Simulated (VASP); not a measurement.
Wanted: the native input for a VASP 6.6.1 run.

* Task: relaxation of cell and atoms
* Functional: LDA
* Potentials or basis: VASP PAW LDA potentials, release 64 (Ca_sv, O)
* Cutoff: 600 eV
* k mesh: 8 × 8 × 8
* Occupations: gaussian, width 0.01 eV
* Spin: no spin polarisation
* Target pressure: 7 GPa
* Dipole correction: no
* Further INCAR settings: ALGO = Normal; EDIFF = 1e-07; IBRION = 2; EDIFFG = -0.002; NSW = 100; ISIF = 3

The structure of CaO lies in POSCAR:

```
CaO
1.0
    2.3539498185      2.3539498185      0.0000000000
   -2.3539498185      2.3539498185      0.0000000000
    0.0000000000      2.3539498185      2.3539498185
Ca O
1 1
Direct
    0.0000000000      0.0000000000      0.0000000000
    0.5000000000      0.5000000000      0.0000000000
```

The input as run:

INCAR

```
PREC     = Accurate       # precision mode
ENCUT    = 600            # plane-wave cutoff, eV
EDIFF    = 1E-7           # SCF threshold, eV
ISMEAR   = 0              # smearing method
SIGMA    = 0.01           # smearing width, eV
LREAL    = F              # projectors in reciprocal space
LASPH    = T              # aspherical terms in the spheres
NELM     = 60             # most SCF steps
ALGO     = Normal         # electronic algorithm
ISIF     = 3              # what is computed and relaxed
LWAVE    = F              # write WAVECAR
LCHARG   = F              # write CHGCAR
GGA      = CA             # functional
IBRION   = 2              # ionic algorithm
NSW      = 100            # ionic steps
EDIFFG   = -0.002         # ionic threshold
PSTRESS  = 70.0
```

KPOINTS

```
regular mesh
0
Gamma
  8 8 8
```

Potentials or basis: VASP PAW LDA potentials, release 64 (Ca_sv, O).

Run with:

```console
$ cat potpaw_LDA.64/Ca_sv/POTCAR potpaw_LDA.64/O/POTCAR > POTCAR
$ mpirun -np 1 vasp_std > vasp.out
```

It gave:

| Item | Value |
| --- | --- |
| Relaxed volume | 12.50 Å³/atom |
| Relaxed cell | a = 3.282 Å, b = 3.282 Å, c = 3.282 Å, α = 60.00°, β = 60.00°, γ = 90.00° |
| Space group after relaxing (to 0.05 Å) | Fm-3m (No. 225) |
| Energy change on relaxing (the enthalpy is what falls) | +12.8 meV/atom |
| Ionic steps | 3 |
| Pressure after relaxing | 7.0 GPa |
| Band gap on the k mesh | 3.38 eV, indirect (least direct gap 3.72 eV) |

Caveat: the cell is relaxed towards a set pressure, so the enthalpy falls and the energy may rise.

It took 15 s on 1 thread of Intel(R) Xeon(R) 6975P-C (Granite Rapids) (shared host), peak memory 0.15 GiB.
